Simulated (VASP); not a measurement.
A run of VASP 6.6.1 is set up as follows.

INCAR

```
SYSTEM = HfC
PREC = Accurate
ENCUT = 600
EDIFF = 1E-6
ISMEAR = 0
SIGMA = 0.05
LREAL = .FALSE.
LASPH = .TRUE.
NELM = 120
ALGO = Normal
ISIF = 2
LWAVE = .FALSE.
LCHARG = .TRUE.
GGA = PE
LELF = .TRUE.
LVHAR = .TRUE.
NBANDS = 14
GGA_COMPAT = .FALSE.
```

The input KPOINTS:

```
Automatic mesh
0
G
  8 8 8
  0 0 0
```

File POSCAR:

```
HfC
1.0
    0.0000000000      2.3250013489      2.3250013489
    2.3250013489      0.0000000000      2.3250013489
    2.3250013489      2.3250013489      0.0000000000
Hf C
1 1
Direct
    0.5000000000      0.5000000000      0.5000000000
    0.0000000000      0.0000000000      0.0000000000
```

Potentials or basis: VASP PAW PBE potentials, release 64 (Hf_pv, C).

The run is started by

```sh
$ cat potpaw_PBE.64/Hf_pv/POTCAR potpaw_PBE.64/C/POTCAR > POTCAR
$ mpirun -np 1 vasp_std > vasp.out
```

Q: What does it give for the pressure?

A: -0.5 GPa.

Q: Predict the band gap on the k mesh.

A: Zero (bands 7 and 8 overlap by 1.42 eV).

Caveat: spin-orbit coupling is left out, which moves the levels of the heavy elements.
